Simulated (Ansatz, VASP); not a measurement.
## MgI2 in VASP and in Ansatz

POSCAR

```
MgI2
1.0
    4.1566377955      0.0000000000      0.0000000000
   -2.0783188977      3.5997539252      0.0000000000
    0.0000000000      0.0000000000      6.8756120274
Mg I
1 2
Direct
    0.0000000000      0.0000000000      0.0000000000
    0.3333333333      0.6666666667      0.2425739793
    0.6666666667      0.3333333333      0.7574260207
```

The input INCAR.step1:

```
ALGO = Normal
EDIFF = 1E-5
ENCUT = 520
GGA = PE
ISIF = 2
ISMEAR = 0
LASPH = T
LREAL = F
LWAVE = T
NBANDS = 15
NELM = 60
PREC = Accurate
SIGMA = 0.01
```

Contents of INCAR.step2:

```
ALGO = Normal
EDIFF = 1E-6
ENCUT = 520
GGA = PE
HFSCREEN = 0.2079
ISIF = 2
ISMEAR = 0
ISTART = 1
LASPH = T
LCHARG = T
LELF = T
LHFCALC = T
LREAL = F
LVHAR = T
LWAVE = F
NBANDS = 15
NELM = 60
PREC = Accurate
PRECFOCK = Normal
SIGMA = 0.01
```

Contents of KPOINTS:

```
k-points
0
Gamma
  6 6 2
```

Input for Ansatz:

```yaml
crystal:
  lattice:
    - [4.1566377955, 0.0, 0.0]
    - [-2.0783188977, 3.5997539252, 0.0]
    - [0.0, 0.0, 6.8756120274]
  atoms:
    - { symbol: Mg, position: [0.0, 0.0, 0.0] }
    - { symbol: I, position: [0.3333333333, 0.6666666667, 0.2425739793] }
    - { symbol: I, position: [0.6666666667, 0.3333333333, 0.7574260207] }
kpoints:
  mp_grid: { grid: [6, 6, 2] }
  band_path:
    path:
      - [0.0, 0.0, 0.0]
      - [0.5, 0.0, 0.0]
      - [0.3333333333, 0.3333333333, 0.0]
      - [0.0, 0.0, 0.5]
      - [0.5, 0.0, 0.5]
      - [0.3333333333, 0.3333333333, 0.5]
      - [0.0, 0.46875, 0.322917]
    npoints: 1
hamiltonian:
  xc: hse06
scf:
  occupations: { method: fixed }
  n_extra_bands: 4
output:
  forces: true
  stress: true
  eigenvalues: true
```

Alike in both runs: task single point; functional HSE06; k mesh 6 × 6 × 2; no spin polarisation.

```csv
,VASP,Ansatz
version,VASP 6.6.1,Ansatz 0.2.0
potentials or method,"VASP PAW PBE potentials, release 64 (Mg, I)","plane waves, PAW"
plane-wave cutoff (eV),520,420
occupations,"gaussian, width 0.01 eV",fixed
valence electrons in the cell,16,44
```

Ansatz gave:

| Item | Value |
| --- | --- |
| gap on the k mesh at the Fermi level (eV) | 4.51 |
| pressure (GPa) | 0.4 |
| traceless stress, the component that is largest in VASP (GPa) | 0.10 |
| rms of the force components (eV/Å) | 0.051 |

Problem. Which values does VASP return?

Solution. gap on the k mesh at the Fermi level (eV): 4.48; pressure (GPa): 0.3; traceless stress, the component that is largest in VASP (GPa): 0.11; rms of the force components (eV/Å): 0.060.

Atom by atom the forces differ by 0.009 eV/Å (rms over components). VASP's potentials hold 16 valence electrons a cell and Ansatz's 44, so a difference there can come from the potentials and not from the codes. Ansatz's warnings: stress exchange threshold loose, stress scf threshold loose.

The k mesh is coarse, so the values compare programs but aren't converged. Neither program's run includes spin-orbit coupling.
